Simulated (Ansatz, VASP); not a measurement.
# AsRu3: VASP beside Ansatz

```xyz
4
Lattice="3.8461 0.0000 0.0000 0.0000 3.8461 0.0000 0.0000 0.0000 3.8461" Properties=species:S:1:pos:R:3 pbc="T T T"
As    0.0000    0.0000    0.0000
Ru    0.0000    1.9230    1.9230
Ru    1.9230    0.0000    1.9230
Ru    1.9230    1.9230    0.0000
```

Alike in both runs: functional PBE; k mesh 12 × 12 × 12; occupations gaussian, width 0.1 eV; no spin polarisation.

Ansatz relaxed the structure, and its values are those at the end. VASP's run is a single point on that final structure, the one shown.

|  | VASP | Ansatz |
| --- | --- | --- |
| version | VASP 6.6.1 | Ansatz 0.2.0 |
| potentials or method | VASP PAW PBE potentials, release 64 (As, Ru_pv), cutoff 520 eV | scalar-relativistic, plane waves, PAW |
| valence electrons in the cell | 47 | 63 |

|  | VASP | Ansatz | Ansatz less VASP |
| --- | --- | --- | --- |
| gap on the k mesh at the Fermi level (eV) | none | none | - |
| pressure (GPa) | 0.0 | 0.0 | -0.02 |

A gap of «none» marks a metal or a gap that the smearing closes. VASP's potentials hold 47 valence electrons a cell and Ansatz's 63, so a difference there can come from the potentials and not from the codes.
